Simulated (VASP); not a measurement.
# O2 in VASP: single point with PBEsol

Aim: the single point of O2 with PBEsol.

Program: VASP 6.6.1. These are calculated values, not measurements. Logs are shortened: lines on timing, memory, paths and dates and some standing lists are left out, and cuts for length are marked.

## Step 1: The cell of the first run

The cell holds a molecule in a box, 2 atoms: a = 9.000 Å, b = 9.500 Å, c = 10.000 Å, α = 90.00°, β = 90.00°, γ = 90.00°.

## Step 2: Single point, PBEsol, collinear spin, ferromagnetic start

INCAR

```
ALGO = Normal
EDIFF = 1E-6
ENCUT = 520
GGA = PS
GGA_COMPAT = F
ISIF = 2
ISMEAR = -1
ISPIN = 2
LASPH = T
LCHARG = T
LELF = T
LORBIT = 11
LREAL = F
LVHAR = T
LWAVE = F
MAGMOM = 1 1
NBANDS = 17
NELM = 200
NELMDL = -8
PREC = Accurate
SIGMA = 0.02
```

KPOINTS

```
k-points
0
Gamma
  1 1 1
```

POSCAR

```
O
1.0
    9.0000000000      0.0000000000      0.0000000000
    0.0000000000      9.5000000000      0.0000000000
    0.0000000000      0.0000000000     10.0000000000
O
2
Direct
    0.5000000000      0.5000000000      0.4395070486
    0.5000000000      0.5000000000      0.5604929514
```

Potentials or basis: VASP PAW PBE potentials, release 64 (O).

The run is started by

```bash
$ cat potpaw_PBE.64/O/POTCAR > POTCAR
$ mpirun -np 1 vasp_gam > vasp.out
```

OUTCAR:

```text
EDIFF = 1E-6
   ENCUT = 520
   GGA = PS
   ISIF = 2
   ISMEAR = -1
   ISPIN = 2
   LASPH = T
   LORBIT = 11
   LREAL = F
   NELM = 200
   NELMDL = -8
   PREC = Accurate

 ion  position               nearest neighbor table
   1  0.500  0.500  0.440-   2 1.21
   2  0.500  0.500  0.560-   1 1.21

  LATTYP: Found a simple orthorhombic cell.
 ALAT       =     9.0000000000
 B/A-ratio  =     1.0555555556
 C/A-ratio  =     1.1111111111

  Lattice vectors:

 A1 = (   9.0000000000,   0.0000000000,   0.0000000000)
 A2 = (   0.0000000000,   9.5000000000,   0.0000000000)
 A3 = (   0.0000000000,   0.0000000000,  10.0000000000)

Analysis of symmetry for initial positions (statically):
=====================================================================
 Subroutine PRICEL returns:
 Original cell was already a primitive cell.

 Routine SETGRP: Setting up the symmetry group for a
 simple orthorhombic supercell.

 Subroutine GETGRP returns: Found  8 space group operations
 (whereof  8 operations were pure point group operations)
 out of a pool of  8 trial point group operations.

The static configuration has the point symmetry D_2h.

Analysis of symmetry for dynamics (positions and initial velocities):
=====================================================================
 Subroutine PRICEL returns:
 Original cell was already a primitive cell.

 Routine SETGRP: Setting up the symmetry group for a
 simple orthorhombic supercell.

 Subroutine GETGRP returns: Found  8 space group operations
 (whereof  8 operations were pure point group operations)
 out of a pool of  8 trial point group operations.

The dynamic configuration has the point symmetry D_2h.

Analysis of structural, dynamic, and magnetic symmetry:
=====================================================================
 Subroutine PRICEL returns:
 Original cell was already a primitive cell.

 Routine SETGRP: Setting up the symmetry group for a
 simple orthorhombic supercell.

 Subroutine GETGRP returns: Found  8 space group operations
 (whereof  8 operations were pure point group operations)
 out of a pool of  8 trial point group operations.

The overall configuration has the point symmetry D_2h.

 Subroutine INISYM returns: Found  8 space group operations
 (whereof  8 operations are pure point group operations),
 and found     1 'primitive' translations

----------------------------------------------------------------------------------------

                                     Primitive cell

  volume of cell :     855.0000

  direct lattice vectors                    reciprocal lattice vectors
     9.000000000  0.000000000  0.000000000     0.111111111  0.000000000  0.000000000
     0.000000000  9.500000000  0.000000000     0.000000000  0.105263158  0.000000000
     0.000000000  0.000000000 10.000000000     0.000000000  0.000000000  0.100000000

  length of vectors
     9.000000000  9.500000000 10.000000000     0.111111111  0.105263158  0.100000000

  position of ions in fractional coordinates (direct lattice)
     0.500000000  0.500000000  0.439507049
     0.500000000  0.500000000  0.560492951

  ion indices of the primitive-cell ions
   primitive index   ion index
                 1           1
                 2           2

----------------------------------------------------------------------------------------

 KPOINTS: k-points

Automatic generation of k-mesh.
 Grid dimensions read from file:
 generate k-points for:    1    1    1

 Generating k-lattice:

  Cartesian coordinates                     Fractional coordinates (reciprocal lattice)
     0.111111111  0.000000000  0.000000000     1.000000000  0.000000000  0.000000000
     0.000000000  0.105263158  0.000000000     0.000000000  1.000000000  0.000000000
     0.000000000  0.000000000  0.100000000     0.000000000  0.000000000  1.000000000

  Length of vectors
     0.111111111  0.105263158  0.100000000

  Shift w.r.t. Gamma in fractional coordinates (k-lattice)
     0.000000000  0.000000000  0.000000000

 Subroutine IBZKPT returns following result:
 ===========================================

 Found      1 irreducible k-points:

 Following reciprocal coordinates:
            Coordinates               Weight
  0.000000  0.000000  0.000000      1.000000
   k-points           NKPTS =      1   k-points in BZ     NKDIM =      1   number of bands    NBANDS=     17
   number of dos      NEDOS =    301   number of ions     NIONS =      2
   total plane-waves  NPLWV = 403200
   dimension x,y,z NGX =    70 NGY =   72 NGZ =   80
   dimension x,y,z NGXF=   140 NGYF=  144 NGZF=  160
   ions per type =               2
   NGX,Y,Z   is equivalent  to a cutoff of  12.93, 12.60, 13.30 a.u.
   NGXF,Y,Z  is equivalent  to a cutoff of  25.86, 25.20, 26.60 a.u.
 SYSTEM =  unknown system
   PREC   = accura    normal or accurate (medium, high low for compatibility)
   ISTART =      0    job   : 0-new  1-cont  2-samecut
   ICHARG =      2    charge: 1-file 2-atom 10-const
   ISPIN  =      2    spin polarized calculation?
   LNONCOLLINEAR =      F non collinear calculations
   LSORBIT =      F    spin-orbit coupling
   LASPH  =      T    aspherical Exc in radial PAW
   ENCUT  =  520.0 eV  38.22 Ry    6.18 a.u.  16.73 17.66 18.59*2*pi/ulx,y,z
   NELM   =    200;   NELMIN=  2; NELMDL= -8     # of ELM steps
   EDIFF  = 0.1E-05   stopping-criterion for ELM
   LREAL  =      F    real-space projection
   EDIFFG = 0.1E-04   stopping-criterion for IOM
   NSW    =      0    number of steps for IOM
   IBRION =     -1    ionic relax: 0-MD 1-quasi-New 2-CG
   NFREE  =      0    steps in history (QN), initial steepest desc. (CG)
   ISIF   =      2    stress and relaxation
   ISYM   =      2    0-nonsym 1-usesym 2-fastsym
   POTIM  = 0.5000    time-step for ionic-motion
   TEBEG  =    0.0;   TEEND  =   0.0 temperature during run
   PSTRESS=    0.0 pullay stress
   NELECT =      12.0000    total number of electrons
   NUPDOWN=      -1.0000    fix difference up-down
   EMIN   =  10.00;   EMAX   =-10.00  energy-range for DOS
   EFERMI =   0.00;   METHOD = LEGACY
   ISMEAR =    -1;   SIGMA  =   0.02  broadening in eV -4-tet -1-fermi 0-gaus
   EFERMI_NEDOS =   21; number of points for ismear=-14 and -15
   IALGO  =     38    algorithm
   IMIX   =      4    mixing-type and parameters
     AMIX     =   0.40;   BMIX     =  1.00
     AMIX_MAG =   1.60;   BMIX_MAG =  1.00
  volume/ion in A,a.u.               =     427.50      2884.91
  Fermi-wavevector in a.u.,A,eV,Ry     =   0.394893  0.746240  2.121703  0.155941
  Thomas-Fermi vector in A             =   1.339966
   LORBIT       =     11    0 simple, 1 ext, 2 COOP (PROOUT), +10 PAW based schemes
   GGA     = PS    functional components
   LHFCALC =     F    Hartree Fock is set to
   AEXX    =    0.0000 exact exchange contribution
   IVDW    =     0    specifies the selected vdW correction
   LEPSILON=     F    determine dielectric tensor
   LRPA    =     F    only Hartree local field effects (RPA)
 spin polarized calculation
  energy-cutoff  :      520.00
  volume of cell :      855.00
 maximum number of plane-waves:     11510
 NGX is ok and might be reduce to    70
   NGX = 33   NGY = 35   NGZ = 37

 number of electron      12.0000002 magnetization       2.0000001

 Free energy of the ion-electron system (eV)
  ---------------------------------------------------
  ext. energy  EPLUGINS =         0.00000000
  ---------------------------------------------------
  free energy    TOTEN  =       -10.26592327 eV

  energy without entropy =      -10.26592327  energy(sigma->0) =      -10.26592327

 E-fermi :  -6.1255     XC(G=0):  -0.6175

 val. band max:       -6.6227787817   @ k =   0.0000   0.0000   0.0000
 cond. band min:      -4.3593688819   @ k =   0.0000   0.0000   0.0000
 fundamental gap:      2.2634098998
 Fermi energy:        -6.1254908698

 spin component 1

 k-point     1 :       0.0000    0.0000    0.0000
  band No.  band energies     occupation
      1     -32.8669      1.00000
      2     -20.2069      1.00000
      3     -13.3777      1.00000
      4     -13.3777      1.00000
      5     -13.3622      1.00000
      6      -6.6228      1.00000
[... 9 lines left out ...]
     16       2.8081      0.00000
     17       2.8986      0.00000
 Fermi energy:        -6.1254908698

 spin component 2

 k-point     1 :       0.0000    0.0000    0.0000
  band No.  band energies     occupation
      1     -31.6189      1.00000
      2     -18.4266      1.00000
      3     -12.3314      1.00000
      4     -11.5408      1.00000
      5     -11.5408      1.00000
      6      -4.3594      0.00000
[... 9 lines left out ...]
     16       2.9747      0.00000
     17       2.9845      0.00000

------------------------ aborting loop because EDIFF is reached ----------------------------------------

  FORCE on cell =-STRESS in cart. coord.  units (eV):
  Direction    XX          YY          ZZ          XY          YZ          ZX
  --------------------------------------------------------------------------------------
  -------------------------------------------------------------------------------------
  Total       -0.0729471     -0.0727056      1.6063192     -0.0000000      0.0000000      0.0000000
  in kB       -0.1366949     -0.1362424      3.0100681     -0.0000000      0.0000000      0.0000000
  external PRESSURE =       0.9123769 kB  Pullay stress =       0.0000000 kB

 VOLUME and BASIS-vectors are now :
 -----------------------------------------------------------------------------
  energy-cutoff  :      520.00
  volume of cell :      855.00
      direct lattice vectors                 reciprocal lattice vectors
     9.000000000  0.000000000  0.000000000     0.111111111  0.000000000  0.000000000
     0.000000000  9.500000000  0.000000000     0.000000000  0.105263158  0.000000000
     0.000000000  0.000000000 10.000000000     0.000000000  0.000000000  0.100000000

 POSITION                                       TOTAL-FORCE (eV/Angst)
 -----------------------------------------------------------------------------------
      4.50000      4.75000      4.39507         0.000000      0.000000     -1.394397
      4.50000      4.75000      5.60493         0.000000      0.000000      1.394397
 -----------------------------------------------------------------------------------
    total drift:                                0.000000      0.000000     -0.000000

  FREE ENERGIE OF THE ION-ELECTRON SYSTEM (eV)
  ---------------------------------------------------
  free  energy   TOTEN  =       -10.2659232653 eV

  energy  without entropy=      -10.2659232653  energy(sigma->0) =      -10.26592327

 total charge

# of ion       s       p       d       tot
------------------------------------------
    1        1.609   3.308   0.000   4.917
    2        1.609   3.308   0.000   4.917
--------------------------------------------------
tot          3.218   6.616   0.000   9.834

 magnetization (x)

# of ion       s       p       d       tot
------------------------------------------
    1        0.009   0.797   0.000   0.806
    2        0.009   0.797   0.000   0.806
--------------------------------------------------
tot          0.018   1.594   0.000   1.612
```

It took 2.5 min on 1 thread of Intel Xeon Platinum 8488C (Sapphire Rapids), shared host; peak memory 1 GiB.

What came out:

| Item | Value |
| --- | --- |
| Free energy | -10.2659 eV |
| Largest force | 1.394 eV/Å |
| Gap between the frontier levels | 2.26 eV |
| Net moment | 2.00 μB per cell |
| Site moments | O +0.81 μB |
| Valence electrons inside the program's atomic spheres | O 4.92 |

Forces on the atoms (eV/Å):
```
O    0.000  0.000 -1.394
O    0.000  0.000  1.394
```

Levels at points of the mesh, in eV from the valence-band top:
Spin up:
| k point | band 4 | band 5 | band 6 | band 7 | band 8 | band 9 | band 10 | band 11 |
| --- | --- | --- | --- | --- | --- | --- | --- | --- |
| (0.00, 0.00, 0.00) | -6.75 | -6.74 | 0.00 | 0.00 | 6.36 | 7.58 | 7.91 | 7.92 |
Spin down:
| k point | band 3 | band 4 | band 5 | band 6 | band 7 | band 8 |
| --- | --- | --- | --- | --- | --- | --- |
| (0.00, 0.00, 0.00) | -5.71 | -4.92 | -4.92 | 2.26 | 2.26 | 6.47 |

Caveat: the standard files for N, O and F lose accuracy on very short bonds; the PAW data sets were made with another functional, which shifts forces and pressure a little.
